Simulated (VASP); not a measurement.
The system is MoPt.

```
Mo Pt
1.0
     4.47661    0.00000    0.00000
     0.00000    2.73373    0.00000
     0.00000    0.00000    4.95840
Mo Pt
2 2
Direct
  0.25000 0.00000 0.16175
  0.75000 0.00000 0.83825
  0.25000 0.50000 0.66273
  0.75000 0.50000 0.33727
```

Base run:

* Program: VASP 6.6.1
* Functional: LDA
* Potentials or basis: VASP PAW LDA potentials, release 64 (Mo_sv, Pt)
* Cutoff: 520 eV
* k mesh: 5 × 8 × 4
* Occupations: fermi-dirac, width 0.5 eV
* Spin: no spin polarisation

Its results: band gap on the k mesh zero (band 24 reaches 12.92 eV, above the bottom of band 25 at 10.81 eV); pressure -4.4 GPa; largest force 0.264 eV/Å.

The run is repeated on the same cell with these changes: occupations from fermi-dirac, width 0.5 eV to fermi-dirac, width 0.1 eV; further incar settings from ALGO = Normal; EDIFF = 1e-06; NBANDS = 32 to ALGO = Normal; EDIFF = 1e-07; NBANDS = 32. What comes out?

Band gap on the k mesh zero (band 24 reaches 12.88 eV, above the bottom of band 25 at 10.80 eV); pressure -9.7 GPa; largest force 0.144 eV/Å.

Caveats: spin-orbit coupling is left out, which moves the levels of the heavy elements.
